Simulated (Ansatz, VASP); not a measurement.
InPd: VASP beside Ansatz

File INCAR:

```
PREC = Accurate
ENCUT = 600
EDIFF = 1E-6
ISMEAR = 0
SIGMA = 0.1
LREAL = F
LASPH = T
NELM = 100
ALGO = Normal
ISIF = 3
LWAVE = F
LCHARG = F
GGA = PE
IBRION = 2
NSW = 80
EDIFFG = -0.015
```

Contents of KPOINTS:

```
Automatic mesh
0
Gamma
  9 9 6
```

Contents of POSCAR:

```
InPd
1.0
    0.0000000000     -3.3052635960      3.3052635960
   -3.3052635960      3.3052635960      0.0000000000
   -3.3052635960     -3.3052635960     -3.3052635960
In Pd
3 3
Direct
    0.6666666667      0.3333333333      0.6666666667
    0.3333333333      0.6666666667      0.3333333333
    0.0000000000      0.0000000000      0.0000000000
    0.6666666667      0.3333333333      0.1666666667
    0.3333333333      0.6666666667      0.8333333333
    0.0000000000      0.0000000000      0.5000000000
```

Input for Ansatz:

```yaml
crystal:
  lattice:
    - [0.0, -3.305263596, 3.305263596]
    - [-3.305263596, 3.305263596, 0.0]
    - [-3.305263596, -3.305263596, -3.305263596]
  atoms:
    - { symbol: In, position: [0.6666666667, 0.3333333333, 0.6666666667] }
    - { symbol: In, position: [0.3333333333, 0.6666666667, 0.3333333333] }
    - { symbol: In, position: [0.0, 0.0, 0.0] }
    - { symbol: Pd, position: [0.6666666667, 0.3333333333, 0.1666666667] }
    - { symbol: Pd, position: [0.3333333333, 0.6666666667, 0.8333333333] }
    - { symbol: Pd, position: [0.0, 0.0, 0.5] }
basis:
  ecutwfc: 420
kpoints:
  mp_grid: { grid: [9, 9, 6] }
hamiltonian:
  xc: pbe
scf:
  occupations: { method: gaussian, width: 0.1 }
output:
  forces: true
  stress: true
  eigenvalues: true
relax:
  adjacent_minimum: "off"
  f_tol: 0.015
  max_steps: 60
  cell: { stress_tol: 0.15 }
```

Alike in both runs: task relaxation of cell and atoms; functional PBE; k mesh 9 × 9 × 6; occupations gaussian, width 0.1 eV; no spin polarisation.

```csv
,VASP,Ansatz
version,VASP 6.6.1,Ansatz 0.2.0
potentials or method,"VASP PAW PBE potentials, release 64 (In_d, Pd), cutoff 600 eV","scalar-relativistic, plane waves, PAW"
valence electrons in the cell,69,93
```

```csv
,VASP,Ansatz,Ansatz less VASP
"gap on the k mesh at the Fermi level, each at its own relaxed structure (eV)",none,none,-
relaxed volume (Å³/atom),18.08,18.08,-0.004
relaxed length of the cell vector where the two differ most in proportion (Å),5.740,5.750,+0.0105
```

A gap of «none» marks a metal or a gap that the smearing closes. VASP's potentials hold 69 valence electrons a cell and Ansatz's 93, so a difference there can come from the potentials and not from the codes.
